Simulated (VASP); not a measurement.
# BeTe (F-43m) in VASP: relaxation of cell and atoms with PBEsol

Aim: the relaxation of cell and atoms of BeTe with PBEsol.

Program: VASP 6.6.1. These are calculated values, not measurements. Logs are shortened: lines on timing, memory, paths and dates and some standing lists are left out, and cuts for length are marked.

## 1. The cell of the first run

The structure is cubic, space group F-43m (No. 216). The conventional cell has a = 5.540 Å, b = 5.540 Å, c = 5.540 Å, α = 90.00°, β = 90.00°, γ = 90.00°. Be (site symmetry -43m) has 4 Te at 2.40 Å within 3.2 Å. Within 3.2 Å of Te (site symmetry -43m) lie 4 Be at 2.40 Å.

## 2. Relaxation of cell and atoms, PBEsol

INCAR reads:

```
PREC = Accurate
ENCUT = 600
EDIFF = 1E-7
ISMEAR = -1
SIGMA = 0.01
LREAL = False
LASPH = True
NELM = 120
ALGO = Normal
ISIF = 3
LWAVE = False
LCHARG = False
GGA = PS
IBRION = 2
NSW = 80
EDIFFG = -0.02
GGA_COMPAT = False
NELMIN = 4
```

KPOINTS reads:

```
Automatic mesh
0
Gamma
  6 6 6
```

POSCAR reads:

```
BeTe
1.0
    0.0000000000      2.7700000000      2.7700000000
    2.7700000000      0.0000000000      2.7700000000
    2.7700000000      2.7700000000      0.0000000000
Be Te
1 1
Direct
    0.0000000000      0.0000000000      0.0000000000
    0.2500000000      0.2500000000      0.2500000000
```

Potentials or basis: VASP PAW PBE potentials, release 64 (Be, Te).

On the command line:

```console
$ cat potpaw_PBE.64/Be/POTCAR potpaw_PBE.64/Te/POTCAR > POTCAR
$ mpirun -np 1 vasp_std > vasp.out
```

OUTCAR:

```text
PREC = Accurate
   ENCUT = 600
   EDIFF = 1E-7
   ISMEAR = -1
   LREAL = False
   LASPH = True
   NELM = 120
   ISIF = 3
   GGA = PS
   IBRION = 2
   NSW = 80
   EDIFFG = -0.02
   NELMIN = 4

 ion  position               nearest neighbor table
   1  0.000  0.000  0.000-   2 2.40   2 2.40   2 2.40   2 2.40
   2  0.250  0.250  0.250-   1 2.40   1 2.40   1 2.40   1 2.40

  LATTYP: Found a face centered cubic cell.
 ALAT       =     5.5400000000

  Lattice vectors:

 A1 = (   0.0000000000,   2.7700000000,   2.7700000000)
 A2 = (   2.7700000000,   0.0000000000,   2.7700000000)
 A3 = (   2.7700000000,   2.7700000000,   0.0000000000)

Analysis of symmetry for initial positions (statically):
=====================================================================
 Subroutine PRICEL returns:
 Original cell was already a primitive cell.

 Routine SETGRP: Setting up the symmetry group for a
 face centered cubic supercell.

 Subroutine GETGRP returns: Found 24 space group operations
 (whereof 24 operations were pure point group operations)
 out of a pool of 48 trial point group operations.

The static configuration has the point symmetry T_d .

Analysis of symmetry for dynamics (positions and initial velocities):
=====================================================================
 Subroutine PRICEL returns:
 Original cell was already a primitive cell.

 Routine SETGRP: Setting up the symmetry group for a
 face centered cubic supercell.

 Subroutine GETGRP returns: Found 24 space group operations
 (whereof 24 operations were pure point group operations)
 out of a pool of 48 trial point group operations.

The dynamic configuration has the point symmetry T_d .

 Subroutine INISYM returns: Found 24 space group operations
 (whereof 24 operations are pure point group operations),
 and found     1 'primitive' translations

----------------------------------------------------------------------------------------

                                     Primitive cell

  volume of cell :      42.5079

  direct lattice vectors                    reciprocal lattice vectors
     0.000000000  2.770000000  2.770000000    -0.180505415  0.180505415  0.180505415
     2.770000000  0.000000000  2.770000000     0.180505415 -0.180505415  0.180505415
     2.770000000  2.770000000  0.000000000     0.180505415  0.180505415 -0.180505415

  length of vectors
     3.917371568  3.917371568  3.917371568     0.312644550  0.312644550  0.312644550

  position of ions in fractional coordinates (direct lattice)
     0.000000000  0.000000000  0.000000000
     0.250000000  0.250000000  0.250000000

  ion indices of the primitive-cell ions
   primitive index   ion index
                 1           1
                 2           2

----------------------------------------------------------------------------------------

 KPOINTS: Automatic mesh

Automatic generation of k-mesh.
 Grid dimensions read from file:
 generate k-points for:    6    6    6

 Generating k-lattice:

  Cartesian coordinates                     Fractional coordinates (reciprocal lattice)
    -0.030084236  0.030084236  0.030084236     0.166666667  0.000000000  0.000000000
     0.030084236 -0.030084236  0.030084236     0.000000000  0.166666667  0.000000000
     0.030084236  0.030084236 -0.030084236     0.000000000  0.000000000  0.166666667

  Length of vectors
     0.052107425  0.052107425  0.052107425

  Shift w.r.t. Gamma in fractional coordinates (k-lattice)
     0.000000000  0.000000000  0.000000000

 Subroutine IBZKPT returns following result:
 ===========================================

 Found     16 irreducible k-points:

 Following reciprocal coordinates:
            Coordinates               Weight
  0.000000  0.000000  0.000000      1.000000
  0.166667  0.000000  0.000000      8.000000
  0.333333  0.000000  0.000000      8.000000
  0.500000  0.000000  0.000000      4.000000
  0.166667  0.166667  0.000000      6.000000
  0.333333  0.166667  0.000000     24.000000
[... 8 lines left out ...]
 -0.333333  0.333333  0.166667     24.000000
 -0.333333  0.500000  0.166667     12.000000
   k-points           NKPTS =     16   k-points in BZ     NKDIM =     16   number of bands    NBANDS=      8
   number of dos      NEDOS =    301   number of ions     NIONS =      2
   total plane-waves  NPLWV =  32768
   dimension x,y,z NGX =    32 NGY =   32 NGZ =   32
   dimension x,y,z NGXF=    64 NGYF=   64 NGZF=   64
   ions per type =               1   1
   NGX,Y,Z   is equivalent  to a cutoff of  13.58, 13.58, 13.58 a.u.
   NGXF,Y,Z  is equivalent  to a cutoff of  27.16, 27.16, 27.16 a.u.
 SYSTEM =  unknown system
   PREC   = accura    normal or accurate (medium, high low for compatibility)
   ISTART =      0    job   : 0-new  1-cont  2-samecut
   ICHARG =      2    charge: 1-file 2-atom 10-const
   ISPIN  =      1    spin polarized calculation?
   LNONCOLLINEAR =      F non collinear calculations
   LSORBIT =      F    spin-orbit coupling
   LASPH  =      T    aspherical Exc in radial PAW
   ENCUT  =  600.0 eV  44.10 Ry    6.64 a.u.   7.82  7.82  7.82*2*pi/ulx,y,z
   NELM   =    120;   NELMIN=  4; NELMDL= -5     # of ELM steps
   EDIFF  = 0.1E-06   stopping-criterion for ELM
   LREAL  =      F    real-space projection
   EDIFFG = -.2E-01   stopping-criterion for IOM
   NSW    =     80    number of steps for IOM
   IBRION =      2    ionic relax: 0-MD 1-quasi-New 2-CG
   NFREE  =      1    steps in history (QN), initial steepest desc. (CG)
   ISIF   =      3    stress and relaxation
   ISYM   =      2    0-nonsym 1-usesym 2-fastsym
   POTIM  = 0.5000    time-step for ionic-motion
   TEBEG  =    0.0;   TEEND  =   0.0 temperature during run
   PSTRESS=    0.0 pullay stress
   NELECT =       8.0000    total number of electrons
   NUPDOWN=      -1.0000    fix difference up-down
   EMIN   =  10.00;   EMAX   =-10.00  energy-range for DOS
   EFERMI =   0.00;   METHOD = LEGACY
   ISMEAR =    -1;   SIGMA  =   0.01  broadening in eV -4-tet -1-fermi 0-gaus
   EFERMI_NEDOS =   21; number of points for ismear=-14 and -15
   IALGO  =     38    algorithm
   IMIX   =      4    mixing-type and parameters
     AMIX     =   0.40;   BMIX     =  1.00
     AMIX_MAG =   1.60;   BMIX_MAG =  1.00
  volume/ion in A,a.u.               =      21.25       143.43
  Fermi-wavevector in a.u.,A,eV,Ry     =   0.938170  1.772885 11.975354  0.880164
  Thomas-Fermi vector in A             =   2.065355
   LORBIT       =      0    0 simple, 1 ext, 2 COOP (PROOUT), +10 PAW based schemes
   GGA     = PS    functional components
   LHFCALC =     F    Hartree Fock is set to
   AEXX    =    0.0000 exact exchange contribution
   IVDW    =     0    specifies the selected vdW correction
   LEPSILON=     F    determine dielectric tensor
   LRPA    =     F    only Hartree local field effects (RPA)
 conjugate gradient relaxation of ions
 non-spin polarized calculation
  energy-cutoff  :      600.00
  volume of cell :       42.51
 maximum number of plane-waves:      1435
   NGX = 15   NGY = 15   NGZ = 15

--------------------------------------- Ionic step        1  -------------------------------------------

 number of electron       8.0000000 magnetization

 Free energy of the ion-electron system (eV)
  ---------------------------------------------------
  ext. energy  EPLUGINS =         0.00000000
  ---------------------------------------------------
  free energy    TOTEN  =        -8.19628264 eV

  energy without entropy =       -8.19628264  energy(sigma->0) =       -8.19628264

------------------------ aborting loop because EDIFF is reached ----------------------------------------

  FORCE on cell =-STRESS in cart. coord.  units (eV):
  Direction    XX          YY          ZZ          XY          YZ          ZX
  --------------------------------------------------------------------------------------
  -------------------------------------------------------------------------------------
  Total        0.6861718      0.6861718      0.6861718      0.0000000     -0.0000000      0.0000000
  in kB       25.8627187     25.8627187     25.8627187      0.0000000     -0.0000000      0.0000000
  external PRESSURE =      25.8627187 kB  Pullay stress =       0.0000000 kB

 VOLUME and BASIS-vectors are now :
 -----------------------------------------------------------------------------
  energy-cutoff  :      600.00
  volume of cell :       42.51
      direct lattice vectors                 reciprocal lattice vectors
     0.000000000  2.770000000  2.770000000    -0.180505415  0.180505415  0.180505415
     2.770000000  0.000000000  2.770000000     0.180505415 -0.180505415  0.180505415
     2.770000000  2.770000000  0.000000000     0.180505415  0.180505415 -0.180505415
[... 37 lines left out ...]
 POSITION                                       TOTAL-FORCE (eV/Angst)
 -----------------------------------------------------------------------------------
      2.81585      2.81585      5.63169        -0.000000     -0.000000      0.000000
      1.40792      1.40792      1.40792         0.000000      0.000000     -0.000000
 -----------------------------------------------------------------------------------
    total drift:                                0.000000      0.000000      0.000000

  FREE ENERGIE OF THE ION-ELECTRON SYSTEM (eV)
  ---------------------------------------------------
  free  energy   TOTEN  =        -8.2089235673 eV

  energy  without entropy=       -8.2089235673  energy(sigma->0) =       -8.20892357

--------------------------------------- Ionic step        3  -------------------------------------------

 number of electron       8.0000000 magnetization

 Free energy of the ion-electron system (eV)
  ---------------------------------------------------
  ext. energy  EPLUGINS =         0.00000000
  ---------------------------------------------------
  free energy    TOTEN  =        -8.20968621 eV

  energy without entropy =       -8.20968621  energy(sigma->0) =       -8.20968621

 E-fermi :   5.3504     XC(G=0):  -9.2388

 val. band max:        5.1161559318   @ k =   0.0000   0.0000   0.0000
 cond. band min:       6.9442372148   @ k =   0.5000   0.5000   0.0000
 fundamental gap:      1.8280812829
 Fermi energy:         5.3503538244

 k-point     1 :       0.0000    0.0000    0.0000
  band No.  band energies     occupation
      1      -7.2814      2.00000
      2       5.1162      2.00000
      3       5.1162      2.00000
      4       5.1162      2.00000
      5       8.7055      0.00000
      6       8.7055      0.00000
      7       8.7055      0.00000
      8       8.9186      0.00000

 k-point     2 :       0.1667    0.0000    0.0000
  band No.  band energies     occupation
      1      -7.0180      2.00000
      2       3.0844      2.00000
      3       4.7294      2.00000
      4       4.7294      2.00000
      5       8.5578      0.00000
      6       9.2553      0.00000
      7       9.2553      0.00000
      8      10.9097      0.00000
[... 174 lines left out ...]
 POSITION                                       TOTAL-FORCE (eV/Angst)
 -----------------------------------------------------------------------------------
      0.00000      0.00000      0.00000        -0.000000     -0.000000     -0.000000
      1.40340      1.40340      1.40340         0.000000      0.000000      0.000000
 -----------------------------------------------------------------------------------
    total drift:                                0.000000      0.000000      0.000000

  FREE ENERGIE OF THE ION-ELECTRON SYSTEM (eV)
  ---------------------------------------------------
  free  energy   TOTEN  =        -8.2096862091 eV

  energy  without entropy=       -8.2096862091  energy(sigma->0) =       -8.20968621

 reached required accuracy - stopping structural energy minimisation
```

It took 40 s on 1 thread of Intel Xeon 8259CL, shared host; peak memory 0.18 GiB.

What came out:

```yaml
Free_energy: -8.2097 eV
Relaxed_volume: 22.11 Å³/atom
Relaxed_cell: a = 3.969 Å, b = 3.969 Å, c = 3.969 Å, α = 60.00°, β = 60.00°, γ = 60.00°
Space_group_after_relaxing_to_0.1_Å: F-43m (No. 216)
Energy_gained_by_relaxing: 6.7 meV/atom
Ionic_steps: 3
Pressure_after_relaxing: 0.0 GPa
Band_gap_on_the_k_mesh: 1.83 eV (least direct gap 3.59 eV)
```

Step by step:
| step | energy change (eV) | largest force (eV/Å) | pressure (GPa) | volume (Å³) |
| --- | --- | --- | --- | --- |
| 1 | 0.0000 | 0.0000 | 2.59 | 42.51 |
| 2 | -0.0126 | 0.0000 | -0.56 | 44.65 |
| 3 | -0.0134 | 0.0000 | 0.00 | 44.22 |

Final structure:
```yaml
crystal:
  lattice:
    - [0.00000, 2.80680, 2.80680]
    - [2.80680, 0.00000, 2.80680]
    - [2.80680, 2.80680, 0.00000]
  atoms:
    - { symbol: Be, position: [0.00000, 0.00000, 0.00000] }
    - { symbol: Te, position: [0.25000, 0.25000, 0.25000] }
```

Levels at points of the mesh, in eV from the valence-band top:
```csv
k point,band 1,band 2,band 3,band 4,band 5,band 6,band 7,band 8
"(0.00, 0.00, 0.00)",-12.40,0.00,0.00,0.00,3.59,3.59,3.59,3.80
"(0.50, 0.00, 0.00)",-11.02,-5.64,-1.15,-1.15,3.06,4.55,4.55,7.66
"(0.50, 0.50, 0.00)",-10.52,-5.18,-2.70,-2.70,1.83,2.60,9.77,9.77
```

Caveat: the PAW data sets were made with another functional, which shifts forces and pressure a little; spin-orbit coupling is left out, which moves the levels of the heavy elements. A k mesh can miss the band edges.
